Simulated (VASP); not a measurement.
A run of VASP 6.6.1:

The input INCAR:

```
SYSTEM = K2S
  ALGO = Normal
  EDIFF = 1E-8
  ENCUT = 400
  GGA = PE
  GGA_COMPAT = .FALSE.
  ISIF = 2
  ISMEAR = -1
  LASPH = .TRUE.
  LCHARG = .FALSE.
  LEFG = .TRUE.
  LREAL = .FALSE.
  LWAVE = .FALSE.
  NBANDS = 19
  NELM = 120
  PREC = Accurate
  SIGMA = 0.03
```

Contents of KPOINTS:

```
k-points
0
G
  10 10 10
  0 0 0
```

File POSCAR:

```
K2S
1.0
    0.0000000000      3.7313253813      3.7313253813
    3.7313253813      0.0000000000      3.7313253813
    3.7313253813      3.7313253813      0.0000000000
S K
1 2
Direct
    0.0000000000      0.0000000000      0.0000000000
    0.2500000000      0.2500000000      0.2500000000
    0.7500000000      0.7500000000      0.7500000000
```

Potentials or basis: VASP PAW PBE potentials, release 64 (S, K_sv).

Launch:

```sh
$ cat potpaw_PBE.64/S/POTCAR potpaw_PBE.64/K_sv/POTCAR > POTCAR
$ mpirun -np 1 vasp_std > vasp.out
```

Hardware: 1 thread of Intel Xeon 8259CL, with other jobs on the host.

How long does it take, and how much memory?

It took 2.3 min on 1 thread of Intel Xeon 8259CL (shared host), peak memory 0.23 GiB. Counts: scf iterations 20, k points 47.
